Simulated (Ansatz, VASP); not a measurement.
**Two plane-wave programs on AlIn3Sb2N2**

```
Al In Sb N
1.0
     5.15071    0.00000    0.00000
     0.00000    5.15071    0.00000
     0.00000    0.00000    7.94118
Al In Sb N
1 3 2 2
Direct
  0.50000 0.50000 0.87633
  0.50000 0.50000 0.30480
  0.50000 0.00000 0.04762
  0.00000 0.50000 0.04762
  0.50000 0.00000 0.52449
  0.00000 0.50000 0.52449
  0.00000 0.00000 0.30681
  0.00000 0.00000 0.94423
```

Alike in both runs: task relaxation of cell and atoms; functional PBE; k mesh 3 × 3 × 2; occupations gaussian, width 0.15 eV; no spin polarisation.

|  | VASP | Ansatz |
| --- | --- | --- |
| version | VASP 6.6.1 | Ansatz 0.2.0 |
| potentials or method | VASP PAW PBE potentials, release 64 (Al, In_d, Sb, N), cutoff 600 eV | scalar-relativistic, plane waves, PAW |
| valence electrons in the cell | 62 | 82 |

```csv
,VASP,Ansatz,Ansatz less VASP
"gap on the k mesh at the Fermi level, each at its own relaxed structure (eV)",0.17,0.12,-0.059
relaxed volume (Å³/atom),22.02,22.12,+0.098
relaxed length of the cell vector where the two differ most in proportion (Å),8.151,8.176,+0.0252
```

VASP's potentials hold 62 valence electrons a cell and Ansatz's 82, so a difference there can come from the potentials and not from the codes.

Spin-orbit coupling is off throughout. Noted on VASP's run: the volume moved by over 15 % at a fixed basis, so the end points are rough.
